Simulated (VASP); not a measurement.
# CaF2 (Fm-3m) in VASP: single point with r2SCAN

Aim: the single point of CaF2 with r2SCAN.

Everything below comes from runs of VASP 6.6.1. Logs are shortened: lines on timing, memory, paths and dates and some standing lists are left out, and cuts for length are marked.

## 1. The cell of the first run

Symmetry: Fm-3m, No. 225, cubic system. Conventional cell: a = 5.511 Å, b = 5.511 Å, c = 5.511 Å, α = 90.00°, β = 90.00°, γ = 90.00°. Within 3.2 Å of Ca (site symmetry m-3m) lie 8 F at 2.39 Å. Within 3.2 Å of F (site symmetry -43m) lie 4 Ca at 2.39 Å and 6 F at 2.76 Å.

## 2. Single point, r2SCAN

POSCAR reads:

```
CaF2
1.0
    0.0000000000      2.7555274093      2.7555274093
    2.7555274093      0.0000000000      2.7555274093
    2.7555274093      2.7555274093      0.0000000000
Ca F
1 2
Direct
    0.0000000000      0.0000000000      0.0000000000
    0.7500000000      0.7500000000      0.7500000000
    0.2500000000      0.2500000000      0.2500000000
```

INCAR.step1 reads:

```
ALGO = Normal ; EDIFF = 1E-5
ENCUT = 660 ; GGA = PE
GGA_COMPAT = False ; ISMEAR = 0
LASPH = True ; LCHARG = False
LREAL = False ; LWAVE = True
NBANDS = 19 ; NELM = 120
PREC = Accurate ; SIGMA = 0.02
```

INCAR.step2 reads:

```
ALGO = Normal ; EDIFF = 1E-6
ENCUT = 660 ; GGA_COMPAT = False
ISIF = 2 ; ISMEAR = 0
ISTART = 1 ; LASPH = True
LCHARG = False ; LMIXTAU = True
LREAL = False ; LWAVE = False
METAGGA = R2SCAN ; NBANDS = 19
NELM = 120 ; PREC = Accurate
SIGMA = 0.02
```

KPOINTS reads:

```
k-points
0
Gamma
  8 8 8
```

Potentials or basis: VASP PAW PBE potentials, release 64 (Ca_sv, F).

Launch:

```sh
cat potpaw_PBE.64/Ca_sv/POTCAR potpaw_PBE.64/F/POTCAR > POTCAR
cp INCAR.step1 INCAR
mpirun -np 1 vasp_std > vasp.out
cp INCAR.step2 INCAR
mpirun -np 1 vasp_std > vasp.out
```

OUTCAR:

```text
EDIFF = 1E-6
   ENCUT = 660
   ISIF = 2
   ISMEAR = 0
   ISTART = 1
   LASPH = True
   LREAL = False
   METAGGA = R2SCAN
   NELM = 120
   PREC = Accurate

 ion  position               nearest neighbor table
   1  0.000  0.000  0.000-   2 2.39   2 2.39   2 2.39   3 2.39   3 2.39   3 2.39   3 2.39   2 2.39

   2  0.750  0.750  0.750-   1 2.39   1 2.39   1 2.39   1 2.39
   3  0.250  0.250  0.250-   1 2.39   1 2.39   1 2.39   1 2.39

  LATTYP: Found a face centered cubic cell.
 ALAT       =     5.5110548186

  Lattice vectors:

 A1 = (   0.0000000000,   2.7555274093,   2.7555274093)
 A2 = (   2.7555274093,   0.0000000000,   2.7555274093)
 A3 = (   2.7555274093,   2.7555274093,   0.0000000000)

Analysis of symmetry for initial positions (statically):
=====================================================================
 Subroutine PRICEL returns:
 Original cell was already a primitive cell.

 Routine SETGRP: Setting up the symmetry group for a
 face centered cubic supercell.

 Subroutine GETGRP returns: Found 48 space group operations
 (whereof 48 operations were pure point group operations)
 out of a pool of 48 trial point group operations.

The static configuration has the point symmetry O_h .

Analysis of symmetry for dynamics (positions and initial velocities):
=====================================================================
 Subroutine PRICEL returns:
 Original cell was already a primitive cell.

 Routine SETGRP: Setting up the symmetry group for a
 face centered cubic supercell.

 Subroutine GETGRP returns: Found 48 space group operations
 (whereof 48 operations were pure point group operations)
 out of a pool of 48 trial point group operations.

The dynamic configuration has the point symmetry O_h .

 Subroutine INISYM returns: Found 48 space group operations
 (whereof 48 operations are pure point group operations),
 and found     1 'primitive' translations

----------------------------------------------------------------------------------------

                                     Primitive cell

  volume of cell :      41.8451

  direct lattice vectors                    reciprocal lattice vectors
     0.000000000  2.755527409  2.755527409    -0.181453466  0.181453466  0.181453466
     2.755527409  0.000000000  2.755527409     0.181453466 -0.181453466  0.181453466
     2.755527409  2.755527409  0.000000000     0.181453466  0.181453466 -0.181453466

  length of vectors
     3.896904234  3.896904234  3.896904234     0.314286623  0.314286623  0.314286623

  position of ions in fractional coordinates (direct lattice)
     0.000000000  0.000000000  0.000000000
     0.750000000  0.750000000  0.750000000
     0.250000000  0.250000000  0.250000000

  ion indices of the primitive-cell ions
   primitive index   ion index
                 1           1
                 2           2
                 3           3

----------------------------------------------------------------------------------------

 KPOINTS: k-points

Automatic generation of k-mesh.
 Grid dimensions read from file:
 generate k-points for:    8    8    8

 Generating k-lattice:

  Cartesian coordinates                     Fractional coordinates (reciprocal lattice)
    -0.022681683  0.022681683  0.022681683     0.125000000  0.000000000  0.000000000
     0.022681683 -0.022681683  0.022681683     0.000000000  0.125000000  0.000000000
     0.022681683  0.022681683 -0.022681683     0.000000000  0.000000000  0.125000000

  Length of vectors
     0.039285828  0.039285828  0.039285828

  Shift w.r.t. Gamma in fractional coordinates (k-lattice)
     0.000000000  0.000000000  0.000000000

 Subroutine IBZKPT returns following result:
 ===========================================

 Found     29 irreducible k-points:

 Following reciprocal coordinates:
            Coordinates               Weight
  0.000000  0.000000  0.000000      1.000000
  0.125000  0.000000  0.000000      8.000000
  0.250000  0.000000  0.000000      8.000000
  0.375000  0.000000  0.000000      8.000000
  0.500000  0.000000  0.000000      4.000000
  0.125000  0.125000  0.000000      6.000000
[... 16 lines left out ...]
  0.500000  0.250000  0.125000     48.000000
 -0.375000  0.250000  0.125000     24.000000
 [... further k-points ...]
   k-points           NKPTS =     29   k-points in BZ     NKDIM =     29   number of bands    NBANDS=     19
   number of dos      NEDOS =    301   number of ions     NIONS =      3
   total plane-waves  NPLWV =  46656
   dimension x,y,z NGX =    36 NGY =   36 NGZ =   36
   dimension x,y,z NGXF=    72 NGYF=   72 NGZF=   72
   ions per type =               1   2
   NGX,Y,Z   is equivalent  to a cutoff of  15.36, 15.36, 15.36 a.u.
   NGXF,Y,Z  is equivalent  to a cutoff of  30.72, 30.72, 30.72 a.u.
 SYSTEM =  unknown system
   PREC   = accura    normal or accurate (medium, high low for compatibility)
   ISTART =      1    job   : 0-new  1-cont  2-samecut
   ICHARG =      0    charge: 1-file 2-atom 10-const
   ISPIN  =      1    spin polarized calculation?
   LNONCOLLINEAR =      F non collinear calculations
   LSORBIT =      F    spin-orbit coupling
   LASPH  =      T    aspherical Exc in radial PAW
   ENCUT  =  660.0 eV  48.51 Ry    6.96 a.u.   8.16  8.16  8.16*2*pi/ulx,y,z
   NELM   =    120;   NELMIN=  2; NELMDL=  0     # of ELM steps
   EDIFF  = 0.1E-05   stopping-criterion for ELM
   LREAL  =      F    real-space projection
   EDIFFG = 0.1E-04   stopping-criterion for IOM
   NSW    =      0    number of steps for IOM
   IBRION =     -1    ionic relax: 0-MD 1-quasi-New 2-CG
   NFREE  =      0    steps in history (QN), initial steepest desc. (CG)
   ISIF   =      2    stress and relaxation
   ISYM   =      2    0-nonsym 1-usesym 2-fastsym
   POTIM  = 0.5000    time-step for ionic-motion
   TEBEG  =    0.0;   TEEND  =   0.0 temperature during run
   PSTRESS=    0.0 pullay stress
   NELECT =      24.0000    total number of electrons
   NUPDOWN=      -1.0000    fix difference up-down
   EMIN   =  10.00;   EMAX   =-10.00  energy-range for DOS
   EFERMI =   0.00;   METHOD = LEGACY
   ISMEAR =     0;   SIGMA  =   0.02  broadening in eV -4-tet -1-fermi 0-gaus
   EFERMI_NEDOS =   21; number of points for ismear=-14 and -15
   IALGO  =     38    algorithm
   IMIX   =      4    mixing-type and parameters
     AMIX     =   0.40;   BMIX     =  1.00
     AMIX_MAG =   1.60;   BMIX_MAG =  1.00
  volume/ion in A,a.u.               =      13.95        94.13
  Fermi-wavevector in a.u.,A,eV,Ry     =   1.360182  2.570372 25.172090  1.850096
  Thomas-Fermi vector in A             =   2.486867
   LORBIT       =      0    0 simple, 1 ext, 2 COOP (PROOUT), +10 PAW based schemes
   METAGGA = R2SCAN    functional components
   LHFCALC =     F    Hartree Fock is set to
   AEXX    =    0.0000 exact exchange contribution
   IVDW    =     0    specifies the selected vdW correction
   LEPSILON=     F    determine dielectric tensor
   LRPA    =     F    only Hartree local field effects (RPA)
 non-spin polarized calculation
 Gauss-broadening in eV      SIGMA  =   0.02
  energy-cutoff  :      660.00
  volume of cell :       41.85
 maximum number of plane-waves:      1639
 NGX is ok and might be reduce to    36
   NGX = 17   NGY = 17   NGZ = 17

 number of electron      24.0000006 magnetization

 Free energy of the ion-electron system (eV)
  ---------------------------------------------------
  ext. energy  EPLUGINS =         0.00000000
  ---------------------------------------------------
  free energy    TOTEN  =       -25.95035509 eV

  energy without entropy =      -25.95035509  energy(sigma->0) =      -25.95035509

 E-fermi :  -1.5941     XC(G=0): -10.1004

 val. band max:       -1.6846322644   @ k =   0.5000   0.5000   0.0000
 cond. band min:       6.1097631626   @ k =   0.0000   0.0000   0.0000
 fundamental gap:      7.7943954270
 Fermi energy:        -1.5941381791

 k-point     1 :       0.0000    0.0000    0.0000
  band No.  band energies     occupation
      1     -39.0641      2.00000
      2     -22.6832      2.00000
      3     -21.9733      2.00000
      4     -19.1263      2.00000
      5     -19.1263      2.00000
      6     -19.1263      2.00000
[... 11 lines left out ...]
     18      10.2623      0.00000
     19      15.9175      0.00000

 k-point     2 :       0.1250    0.0000    0.0000
  band No.  band energies     occupation
      1     -39.0599      2.00000
      2     -22.7085      2.00000
      3     -22.0081      2.00000
      4     -19.1318      2.00000
      5     -19.1318      2.00000
      6     -19.0747      2.00000
[... 11 lines left out ...]
     18      10.2247      0.00000
     19      15.1770      0.00000

 k-point     3 :       0.2500    0.0000    0.0000
  band No.  band energies     occupation
      1     -39.0497      2.00000
      2     -22.7461      2.00000
      3     -22.1194      2.00000
      4     -19.1449      2.00000
      5     -19.1449      2.00000
      6     -18.9433      2.00000
[... 11 lines left out ...]
     18      10.1339      0.00000
     19      13.8975      0.00000

 k-point     4 :       0.3750    0.0000    0.0000
  band No.  band energies     occupation
      1     -39.0394      2.00000
      2     -22.7428      2.00000
      3     -22.2748      2.00000
      4     -19.1579      2.00000
      5     -19.1579      2.00000
      6     -18.8047      2.00000
[... 11 lines left out ...]
     18      10.0432      0.00000
     19      13.0047      0.00000

 k-point     5 :       0.5000    0.0000    0.0000
  band No.  band energies     occupation
      1     -39.0352      2.00000
      2     -22.7201      2.00000
      3     -22.3610      2.00000
      4     -19.1633      2.00000
      5     -19.1633      2.00000
      6     -18.7458      2.00000
[... 11 lines left out ...]
     18      10.0057      0.00000
     19      12.8024      0.00000

 k-point     6 :       0.1250    0.1250    0.0000
  band No.  band energies     occupation
      1     -39.0585      2.00000
      2     -22.7200      2.00000
      3     -22.0148      2.00000
      4     -19.1399      2.00000
      5     -19.1399      2.00000
      6     -19.0466      2.00000
[... 11 lines left out ...]
     18      10.2017      0.00000
     19      15.5420      0.00000

 k-point     7 :       0.2500    0.1250    0.0000
  band No.  band energies     occupation
      1     -39.0503      2.00000
      2     -22.7576      2.00000
      3     -22.0942      2.00000
      4     -19.1548      2.00000
      5     -19.1386      2.00000
      6     -18.9509      2.00000
[... 11 lines left out ...]
     18      10.1612      0.00000
     19      14.5844      0.00000

 k-point     8 :       0.3750    0.1250    0.0000
  band No.  band energies     occupation
      1     -39.0400      2.00000
      2     -22.7594      2.00000
      3     -22.2465      2.00000
      4     -19.1679      2.00000
      5     -19.1206      2.00000
      6     -18.8416      2.00000
[... 256 lines left out ...]
 k-point    20 :      -0.3750    0.3750    0.0000
  band No.  band energies     occupation
      1     -39.0264      2.00000
      2     -22.7480      2.00000
      3     -22.4490      2.00000
      4     -19.2004      2.00000
      5     -19.0500      2.00000
      6     -18.7341      2.00000
[... 11 lines left out ...]
     18      12.8217      0.00000
     19      13.6702      0.00000

 k-point    21 :       0.5000    0.5000    0.0000
  band No.  band energies     occupation
      1     -39.0256      2.00000
      2     -22.9094      2.00000
      3     -22.2480      2.00000
      4     -19.2182      2.00000
      5     -19.2182      2.00000
      6     -18.5907      2.00000
[... 11 lines left out ...]
     18      12.3113      0.00000
     19      13.6459      0.00000

 k-point    22 :       0.3750    0.2500    0.1250
  band No.  band energies     occupation
      1     -39.0420      2.00000
      2     -22.7768      2.00000
      3     -22.1946      2.00000
      4     -19.1642      2.00000
      5     -19.1196      2.00000
      6     -18.8732      2.00000
[... 11 lines left out ...]
     18      10.2356      0.00000
     19      14.3888      0.00000

 k-point    23 :       0.5000    0.2500    0.1250
  band No.  band energies     occupation
      1     -39.0338      2.00000
      2     -22.7362      2.00000
      3     -22.3648      2.00000
      4     -19.1788      2.00000
      5     -19.0509      2.00000
      6     -18.8271      2.00000
[... 11 lines left out ...]
     18      10.7978      0.00000
     19      13.7519      0.00000

 k-point    24 :      -0.3750    0.2500    0.1250
  band No.  band energies     occupation
      1     -39.0304      2.00000
      2     -22.6662      2.00000
      3     -22.4904      2.00000
      4     -19.1853      2.00000
      5     -19.0129      2.00000
      6     -18.8143      2.00000
[... 11 lines left out ...]
     18      11.3208      0.00000
     19      13.2863      0.00000

 [... further k-points ...]

------------------------ aborting loop because EDIFF is reached ----------------------------------------

  FORCE on cell =-STRESS in cart. coord.  units (eV):
  Direction    XX          YY          ZZ          XY          YZ          ZX
  --------------------------------------------------------------------------------------
  -------------------------------------------------------------------------------------
  Total       -0.7672116     -0.7672116     -0.7672116     -0.0000000     -0.0000000      0.0000000
  in kB      -29.3752480    -29.3752480    -29.3752480     -0.0000000     -0.0000000      0.0000000
  external PRESSURE =     -29.3752480 kB  Pullay stress =       0.0000000 kB

 VOLUME and BASIS-vectors are now :
 -----------------------------------------------------------------------------
  energy-cutoff  :      660.00
  volume of cell :       41.85
      direct lattice vectors                 reciprocal lattice vectors
     0.000000000  2.755527409  2.755527409    -0.181453466  0.181453466  0.181453466
     2.755527409  0.000000000  2.755527409     0.181453466 -0.181453466  0.181453466
     2.755527409  2.755527409  0.000000000     0.181453466  0.181453466 -0.181453466

 POSITION                                       TOTAL-FORCE (eV/Angst)
 -----------------------------------------------------------------------------------
      0.00000      0.00000      0.00000         0.000000     -0.000000      0.000000
      4.13329      4.13329      4.13329        -0.000000      0.000000     -0.000000
      1.37776      1.37776      1.37776         0.000000     -0.000000      0.000000
 -----------------------------------------------------------------------------------
    total drift:                                0.000000      0.000000      0.000000

  FREE ENERGIE OF THE ION-ELECTRON SYSTEM (eV)
  ---------------------------------------------------
  free  energy   TOTEN  =       -25.9503550944 eV

  energy  without entropy=      -25.9503550944  energy(sigma->0) =      -25.95035509
```

Wall time 2.3 min (1 thread of Intel Xeon Platinum 8488C (Sapphire Rapids), shared host); peak memory 0.23 GiB.

What came out:

| Item | Value |
| --- | --- |
| Free energy | -25.9504 eV |
| Pressure | -2.9 GPa |
| Band gap on the k mesh | 7.79 eV (least direct gap 8.05 eV) |

Caveat: the PAW data sets were made with another functional, which shifts forces and pressure a little. A k mesh can miss the band edges.
